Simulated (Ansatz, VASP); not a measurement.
Bi2Se3 in VASP and in Ansatz

The input INCAR:

```
SYSTEM = Bi2Se3
ALGO = Normal
EDIFF = 1E-6
EDIFFG = -0.01
ENCUT = 600
GGA = PS
IBRION = 2
ISIF = 3
ISMEAR = -1
IVDW = 12
LASPH = .TRUE.
LCHARG = .FALSE.
LREAL = .FALSE.
LUSENCCL = .FALSE.
LWAVE = .FALSE.
NELM = 100
NSW = 60
PREC = Accurate
SIGMA = 0.05
```

The input KPOINTS:

```
k-points
0
G
  8 8 8
  0 0 0
```

Contents of POSCAR:

```
Bi2Se3
1.0
    2.0715000000      1.1959810826      9.5453333333
   -2.0715000000      1.1959810826      9.5453333333
    0.0000000000     -2.3919621653      9.5453333333
Bi Se
2 3
Direct
    0.5992000000      0.5992000000      0.5992000000
    0.4008000000      0.4008000000      0.4008000000
    0.7883000000      0.7883000000      0.7883000000
    0.2117000000      0.2117000000      0.2117000000
    0.0000000000      0.0000000000      0.0000000000
```

input.yaml

```yaml
crystal:
  lattice:
    - [2.0715, 1.1959810826, 9.5453333333]
    - [-2.0715, 1.1959810826, 9.5453333333]
    - [0.0, -2.3919621653, 9.5453333333]
  atoms:
    - { symbol: Bi, position: [0.5992, 0.5992, 0.5992] }
    - { symbol: Bi, position: [0.4008, 0.4008, 0.4008] }
    - { symbol: Se, position: [0.7883, 0.7883, 0.7883] }
    - { symbol: Se, position: [0.2117, 0.2117, 0.2117] }
    - { symbol: Se, position: [0.0, 0.0, 0.0] }
hamiltonian:
  xc: pbesol
  pseudopotentials: { kind: paw }
  dispersion: d3bj
kpoints:
  mp_grid: { grid: [8, 8, 8] }
scf:
  occupations: { method: fermi_dirac, width: 0.05 }
output:
  forces: true
  stress: true
  write_density: true
  write_potential: true
  elf: true
  volumetric_format: npy
relax:
  f_tol: 0.01
  max_steps: 40
  cell: { stress_tol: 0.05 }
```

Alike in both runs: task relaxation of cell and atoms; functional PBEsol; dispersion D3(BJ); k mesh 8 × 8 × 8; occupations fermi-dirac, width 0.05 eV; no spin polarisation.

|  | VASP | Ansatz |
| --- | --- | --- |
| version | VASP 6.6.1 | Ansatz 0.2.0 |
| potentials or method | VASP PAW PBE potentials, release 64 (Bi_d, Se) | Ansatz PAW |
| plane-wave cutoff (eV) | 600 | 420 |
| valence electrons in the cell | 48 | 78 |

VASP gave:

```
gap on the k mesh at the Fermi level, each at its own relaxed structure (eV) : 0.03
relaxed volume (Å³/atom)                                                     : 26.61
relaxed cell length with the largest relative difference (Å)                 : 9.520
```

Which values does Ansatz return?

gap on the k mesh at the Fermi level, each at its own relaxed structure (eV): 0.03; relaxed volume (Å³/atom): 26.60; relaxed cell length with the largest relative difference (Å): 9.514.

VASP's potentials were made for PBE, not for PBEsol. VASP's potentials hold 48 valence electrons a cell and Ansatz's 78, so a difference there can come from the potentials and not from the codes.

Neither program's run includes spin-orbit coupling. Noted on Ansatz's run: the plane-wave basis is chosen anew once the cell has moved, so the energies of steps on either side of that aren't comparable.
